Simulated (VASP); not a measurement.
# W (Pm-3m) in VASP: single point with PBEsol

Aim: the single point of W with PBEsol.

Everything below comes from runs of VASP 6.6.1. Logs are shortened: lines on timing, memory, paths and dates and some standing lists are left out, and cuts for length are marked.

### Step 1. The cell of the first run

It takes space group Pm-3m (No. 221, cubic). The conventional cell has a = 2.536 Å, b = 2.536 Å, c = 2.536 Å, α = 90.00°, β = 90.00°, γ = 90.00°. W (site symmetry m-3m) has 6 W at 2.54 Å within 3.3 Å.

This isn't the form of W at room conditions, which is bcc.

### Step 2. Single point, PBEsol

INCAR reads:

```
SYSTEM = W
PREC     = Accurate       ! precision mode
ENCUT    = 520            ! plane-wave cutoff, eV
EDIFF    = 1E-6           ! SCF threshold, eV
ISMEAR   = 0              ! smearing method
SIGMA    = 0.15           ! smearing width, eV
LREAL    = .FALSE.        ! projectors in reciprocal space
LASPH    = .TRUE.         ! aspherical terms in the spheres
NELM     = 100            ! most SCF steps
ALGO     = Fast           ! electronic algorithm
ISIF     = 2              ! what is computed and relaxed
LWAVE    = .FALSE.        ! write WAVECAR
LCHARG   = .TRUE.         ! write CHGCAR
GGA      = PS             ! functional
LELF     = .TRUE.         ! ELF
LVHAR    = .TRUE.       
NBANDS   = 13             ! bands
```

KPOINTS reads:

```
regular mesh
0
G
  24 24 24
  0 0 0
```

POSCAR reads:

```
W
1.0
   -0.8451852334      1.6903704669      1.6903704669
    1.6903704669     -0.8451852334      1.6903704669
    1.6903704669      1.6903704669     -0.8451852334
W
1
Direct
    0.0000000000      0.0000000000      0.0000000000
```

Potentials or basis: VASP PAW PBE potentials, release 64 (W_sv).

The run is started by

```
cat potpaw_PBE.64/W_sv/POTCAR > POTCAR
mpirun -np 1 vasp_std > vasp.out
```

OUTCAR:

```text
SYSTEM = W
   PREC = Accurate
   ENCUT = 520
   EDIFF = 1E-6
   ISMEAR = 0
   LREAL = .FALSE.
   LASPH = .TRUE.
   NELM = 100
   ISIF = 2
   GGA = PS

 ion  position               nearest neighbor table
   1  0.000  0.000  0.000-

  LATTYP: Found a simple cubic cell.
 ALAT       =     2.5355557003

  Lattice vectors:

 A1 = (  -0.8451852334,   1.6903704669,   1.6903704669)
 A2 = (   1.6903704669,  -0.8451852334,   1.6903704669)
 A3 = (   1.6903704669,   1.6903704669,  -0.8451852334)

Analysis of symmetry for initial positions (statically):
=====================================================================
 Subroutine PRICEL returns:
 Original cell was already a primitive cell.

 Routine SETGRP: Setting up the symmetry group for a
 simple cubic supercell.

 Subroutine GETGRP returns: Found 48 space group operations
 (whereof 48 operations were pure point group operations)
 out of a pool of 48 trial point group operations.

The static configuration has the point symmetry O_h .

Analysis of symmetry for dynamics (positions and initial velocities):
=====================================================================
 Subroutine PRICEL returns:
 Original cell was already a primitive cell.

 Routine SETGRP: Setting up the symmetry group for a
 simple cubic supercell.

 Subroutine GETGRP returns: Found 48 space group operations
 (whereof 48 operations were pure point group operations)
 out of a pool of 48 trial point group operations.

The dynamic configuration has the point symmetry O_h .

 Subroutine INISYM returns: Found 48 space group operations
 (whereof 48 operations are pure point group operations),
 and found     1 'primitive' translations

----------------------------------------------------------------------------------------

                                     Primitive cell

  volume of cell :      16.3012

  direct lattice vectors                    reciprocal lattice vectors
    -0.845185233  1.690370467  1.690370467    -0.131463621  0.262927242  0.262927242
     1.690370467 -0.845185233  1.690370467     0.262927242 -0.131463621  0.262927242
     1.690370467  1.690370467 -0.845185233     0.262927242  0.262927242 -0.131463621

  length of vectors
     2.535555700  2.535555700  2.535555700     0.394390863  0.394390863  0.394390863

  position of ions in fractional coordinates (direct lattice)
     0.000000000  0.000000000  0.000000000

  ion indices of the primitive-cell ions
   primitive index   ion index
                 1           1

----------------------------------------------------------------------------------------

 KPOINTS: regular mesh

Automatic generation of k-mesh.
 Grid dimensions read from file:
 generate k-points for:   24   24   24

 Generating k-lattice:

  Cartesian coordinates                     Fractional coordinates (reciprocal lattice)
    -0.005477651  0.010955302  0.010955302     0.041666667  0.000000000 -0.000000000
     0.010955302 -0.005477651  0.010955302     0.000000000  0.041666667 -0.000000000
     0.010955302  0.010955302 -0.005477651    -0.000000000 -0.000000000  0.041666667

  Length of vectors
     0.016432953  0.016432953  0.016432953

  Shift w.r.t. Gamma in fractional coordinates (k-lattice)
     0.000000000  0.000000000  0.000000000

 Subroutine IBZKPT returns following result:
 ===========================================

 Found    455 irreducible k-points:

 Following reciprocal coordinates:
            Coordinates               Weight
  0.000000  0.000000  0.000000      1.000000
  0.041667  0.000000  0.000000      6.000000
  0.083333  0.000000  0.000000      6.000000
  0.125000  0.000000  0.000000      6.000000
  0.166667 -0.000000 -0.000000      6.000000
  0.208333  0.000000  0.000000      6.000000
[... 16 lines left out ...]
  0.416667  0.041667 -0.000000     24.000000
  0.458333  0.041667 -0.000000     24.000000
 [... further k-points ...]
   k-points           NKPTS =    455   k-points in BZ     NKDIM =    455   number of bands    NBANDS=     13
   number of dos      NEDOS =    301   number of ions     NIONS =      1
   total plane-waves  NPLWV =   8000
   dimension x,y,z NGX =    20 NGY =   20 NGZ =   20
   dimension x,y,z NGXF=    40 NGYF=   40 NGZF=   40
   ions per type =               1
   NGX,Y,Z   is equivalent  to a cutoff of  13.11, 13.11, 13.11 a.u.
   NGXF,Y,Z  is equivalent  to a cutoff of  26.23, 26.23, 26.23 a.u.
 SYSTEM =  W
   PREC   = accura    normal or accurate (medium, high low for compatibility)
   ISTART =      0    job   : 0-new  1-cont  2-samecut
   ICHARG =      2    charge: 1-file 2-atom 10-const
   ISPIN  =      1    spin polarized calculation?
   LNONCOLLINEAR =      F non collinear calculations
   LSORBIT =      F    spin-orbit coupling
   LASPH  =      T    aspherical Exc in radial PAW
   ENCUT  =  520.0 eV  38.22 Ry    6.18 a.u.   4.71  4.71  4.71*2*pi/ulx,y,z
   NELM   =    100;   NELMIN=  2; NELMDL= -5     # of ELM steps
   EDIFF  = 0.1E-05   stopping-criterion for ELM
   LREAL  =      F    real-space projection
   EDIFFG = 0.1E-04   stopping-criterion for IOM
   NSW    =      0    number of steps for IOM
   IBRION =     -1    ionic relax: 0-MD 1-quasi-New 2-CG
   NFREE  =      0    steps in history (QN), initial steepest desc. (CG)
   ISIF   =      2    stress and relaxation
   ISYM   =      2    0-nonsym 1-usesym 2-fastsym
   POTIM  = 0.5000    time-step for ionic-motion
   TEBEG  =    0.0;   TEEND  =   0.0 temperature during run
   PSTRESS=    0.0 pullay stress
   NELECT =      14.0000    total number of electrons
   NUPDOWN=      -1.0000    fix difference up-down
   EMIN   =  10.00;   EMAX   =-10.00  energy-range for DOS
   EFERMI =   0.00;   METHOD = LEGACY
   ISMEAR =     0;   SIGMA  =   0.15  broadening in eV -4-tet -1-fermi 0-gaus
   EFERMI_NEDOS =   21; number of points for ismear=-14 and -15
   IALGO  =     68    algorithm
   IMIX   =      4    mixing-type and parameters
     AMIX     =   0.40;   BMIX     =  1.00
     AMIX_MAG =   1.60;   BMIX_MAG =  1.00
  volume/ion in A,a.u.               =      16.30       110.01
  Fermi-wavevector in a.u.,A,eV,Ry     =   1.556125  2.940649 32.946829  2.421524
  Thomas-Fermi vector in A             =   2.659966
   LORBIT       =      0    0 simple, 1 ext, 2 COOP (PROOUT), +10 PAW based schemes
   GGA     = PS    functional components
   LHFCALC =     F    Hartree Fock is set to
   AEXX    =    0.0000 exact exchange contribution
   IVDW    =     0    specifies the selected vdW correction
   LEPSILON=     F    determine dielectric tensor
   LRPA    =     F    only Hartree local field effects (RPA)
 non-spin polarized calculation
 RMM-DIIS sequential band-by-band and
 Gauss-broadening in eV      SIGMA  =   0.15
  energy-cutoff  :      520.00
  volume of cell :       16.30
 maximum number of plane-waves:       461
 NGX is ok and might be reduce to    20
   NGX =  9   NGY =  9   NGZ =  9

 number of electron      13.9999997 magnetization

 Free energy of the ion-electron system (eV)
  ---------------------------------------------------
  ext. energy  EPLUGINS =         0.00000000
  ---------------------------------------------------
  free energy    TOTEN  =       -12.20158222 eV

  energy without entropy =      -12.19044912  energy(sigma->0) =      -12.19601567

 E-fermi :  10.7764     XC(G=0): -13.4587

 val. band max:       10.7724646777   @ k =   0.4167   0.1250   0.1250
 cond. band min:      10.7781185122   @ k =   0.4167   0.3333   0.1667
 fundamental gap:      0.0056538345
 Fermi energy:        10.7764274336

 k-point     1 :       0.0000    0.0000    0.0000
  band No.  band energies     occupation
      1     -63.2356      2.00000
      2     -26.6459      2.00000
      3     -26.6459      2.00000
      4     -26.6459      2.00000
      5       1.5772      2.00000
      6       5.7792      2.00000
      7       5.7792      2.00000
      8      16.2618      0.00000
      9      16.2618      0.00000
     10      16.2618      0.00000
     11      26.4480      0.00000
     12      26.4480      0.00000
     13      26.4480      0.00000

 k-point     2 :       0.0417    0.0000    0.0000
  band No.  band energies     occupation
      1     -63.2329      2.00000
      2     -26.6800      2.00000
      3     -26.6430      2.00000
      4     -26.6430      2.00000
      5       1.6426      2.00000
      6       5.7962      2.00000
      7       5.8522      2.00000
      8      16.1400      0.00000
      9      16.1400      0.00000
     10      16.2699      0.00000
     11      26.0941      0.00000
     12      26.5984      0.00000
     13      26.5984      0.00000

 k-point     3 :       0.0833    0.0000    0.0000
  band No.  band energies     occupation
      1     -63.2253      2.00000
      2     -26.7793      2.00000
      3     -26.6347      2.00000
      4     -26.6347      2.00000
      5       1.8318      2.00000
      6       5.8462      2.00000
      7       6.0709      2.00000
      8      15.8017      0.00000
      9      15.8017      0.00000
     10      16.2935      0.00000
     11      25.2307      0.00000
     12      27.0195      0.00000
     13      27.0195      0.00000
[... 305 lines left out ...]
 k-point    23 :       0.4167    0.0417   -0.0000
  band No.  band energies     occupation
      1     -63.0888      2.00000
      2     -28.3357      2.00000
      3     -26.5209      2.00000
      4     -26.4859      2.00000
      5       5.0999      2.00000
      6       6.8863      2.00000
      7       9.7691      2.00000
      8      11.9708      0.00000
      9      12.1193      0.00000
     10      16.6224      0.00000
     11      20.9302      0.00000
     12      25.3886      0.00000
     13      31.3047      0.00000

 k-point    24 :       0.4583    0.0417   -0.0000
  band No.  band energies     occupation
      1     -63.0810      2.00000
      2     -28.4178      2.00000
      3     -26.5123      2.00000
      4     -26.4774      2.00000
      5       5.3349      2.00000
      6       6.9515      2.00000
      7       9.7669      2.00000
      8      11.8076      0.00000
      9      12.0355      0.00000
     10      16.6491      0.00000
     11      21.3346      0.00000
     12      25.1042      0.00000
     13      30.6843      0.00000

 [... further k-points ...]

------------------------ aborting loop because EDIFF is reached ----------------------------------------

  FORCE on cell =-STRESS in cart. coord.  units (eV):
  Direction    XX          YY          ZZ          XY          YZ          ZX
  --------------------------------------------------------------------------------------
  -------------------------------------------------------------------------------------
  Total        2.5519546      2.5519546      2.5519546      0.0000000      0.0000000      0.0000000
  in kB      250.8210977    250.8210977    250.8210977      0.0000000      0.0000000      0.0000000
  external PRESSURE =     250.8210977 kB  Pullay stress =       0.0000000 kB

 VOLUME and BASIS-vectors are now :
 -----------------------------------------------------------------------------
  energy-cutoff  :      520.00
  volume of cell :       16.30
      direct lattice vectors                 reciprocal lattice vectors
    -0.845185233  1.690370467  1.690370467    -0.131463621  0.262927242  0.262927242
     1.690370467 -0.845185233  1.690370467     0.262927242 -0.131463621  0.262927242
     1.690370467  1.690370467 -0.845185233     0.262927242  0.262927242 -0.131463621

 POSITION                                       TOTAL-FORCE (eV/Angst)
 -----------------------------------------------------------------------------------
      0.00000      0.00000      0.00000        -0.000000      0.000000      0.000000
 -----------------------------------------------------------------------------------
    total drift:                                0.000000     -0.000000     -0.000000

  FREE ENERGIE OF THE ION-ELECTRON SYSTEM (eV)
  ---------------------------------------------------
  free  energy   TOTEN  =       -12.2015822195 eV

  energy  without entropy=      -12.1904491203  energy(sigma->0) =      -12.19601567
```

Run time: 1.7 min. Hardware: 1 thread of Intel Xeon 8259CL, shared host; peak memory 0.2 GiB.

Results:

- Free energy: -12.2016 eV
- Pressure: 25.1 GPa
- Band gap on the k mesh: zero (bands 7 and 8 overlap by 3.36 eV)

Levels at points of the mesh, in eV from the Fermi level:
```csv
k point,band 4,band 5,band 6,band 7,band 8,band 9,band 10,band 11
"(0.00, 0.00, 0.00)",-37.42,-9.20,-5.00,-5.00,5.49,5.49,5.49,15.67
"(0.50, 0.00, 0.00)",-37.25,-5.44,-3.87,-0.71,0.96,0.96,5.98,10.75
"(0.50, 0.50, 0.00)",-37.09,-6.52,-3.16,1.89,1.89,5.39,5.39,8.67
"(0.50, 0.50, 0.50)",-38.73,-4.62,-4.62,-4.62,7.05,9.02,9.02,13.24
```

Caveat: the cell stands under pressure; the PAW data sets were made with another functional, which shifts forces and pressure a little; spin-orbit coupling is left out, which moves the levels of the heavy elements.
